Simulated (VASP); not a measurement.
Wanted: the native input for a VASP 6.6.1 run.

```yaml
Task: single point
Functional: PBE
Potentials_or_basis: VASP PAW PBE potentials, release 64 (In_d)
Cutoff: 520 eV
k_mesh: 11 × 11 × 14
Occupations: methfessel-paxton, width 1 eV
Spin: no spin polarisation
Dipole_correction: no
Further_INCAR_settings: ALGO = Normal; EDIFF = 1e-07; NBANDS = 12
```

The structure of In lies in POSCAR:

```
In
1.0
   -1.6482197047      1.6973406184      2.5249789927
    1.6973406184     -1.6482197047      2.5249789927
    1.6043570008      1.6043570008     -2.4927016059
In
1
Direct
    0.0000000000      0.0000000000      0.0000000000
```

These files were run (other wordings do the same):

INCAR

```
SYSTEM = In
PREC = Accurate
ENCUT = 520
EDIFF = 1E-7
ISMEAR = 1
SIGMA = 1.0
LREAL = .False.
LASPH = .True.
NELM = 100
ALGO = Normal
ISIF = 2
LWAVE = .False.
LCHARG = .False.
GGA = PE
NBANDS = 12
```

KPOINTS

```
regular mesh
0
Gamma
  11 11 14
  0 0 0
```

Potentials or basis: VASP PAW PBE potentials, release 64 (In_d).

Launch:

```sh
$ cat potpaw_PBE.64/In_d/POTCAR > POTCAR
$ mpirun -np 1 vasp_std > vasp.out
```

Results of the run:

```json
{
 "Pressure": "0.0 GPa",
 "Band gap on the k mesh": "zero (an odd number of electrons rules out a gap without spin polarisation)"
}
```

Caveat: so wide a smearing shifts energies and pressures; spin-orbit coupling is left out, which moves the levels of the heavy elements.

It took 58 s on 1 thread of Intel(R) Xeon(R) 6975P-C (Granite Rapids), with other jobs on the host, peak memory 0.27 GiB.
